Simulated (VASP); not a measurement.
Pd, 4 atoms in the cell. Symmetry: P6_3/mmc, No. 194, hexagonal system. The conventional cell has a = 2.810 Å, b = 2.810 Å, c = 9.291 Å, α = 90.00°, β = 90.00°, γ = 120.00°. Within 3.7 Å of Pd (site symmetry -3m) lie 12 Pd at 2.81 to 2.83 Å. Pd (site symmetry -6m2) has 12 Pd at 2.81 to 2.83 Å within 3.7 Å. This isn't the form of Pd at room conditions, which is fcc.

| Item | Value |
| --- | --- |
| Program | VASP 6.6.1 |
| Task | single point |
| Functional | LDA |
| Potentials or basis | VASP PAW LDA potentials, release 64 (Pd) |
| Cutoff | 520 eV |
| k mesh | 15 × 15 × 4 |
| Occupations | fermi-dirac, width 0.05 eV |
| Spin | collinear spin |
| Starting moments | [0.5, 0.5, 0.5, 0.5] μB |
| Dipole correction | no |
| Further INCAR settings | ALGO = Normal; EDIFF = 1e-06; NBANDS = 32 |

Potentials or basis: VASP PAW LDA potentials, release 64 (Pd).

Command:

```bash
$ cat potpaw_LDA.64/Pd/POTCAR > POTCAR
$ mpirun -np 1 vasp_std > vasp.out
```

Hardware: 1 thread of Oxide Virtual Turin-like Processor (shared host).

Q: Estimate the wall time of this run.

A: It took 10 min on 1 thread of Oxide Virtual Turin-like Processor, with other jobs on the host, peak memory 0.29 GiB. Counts: scf iterations 20, k points 81.
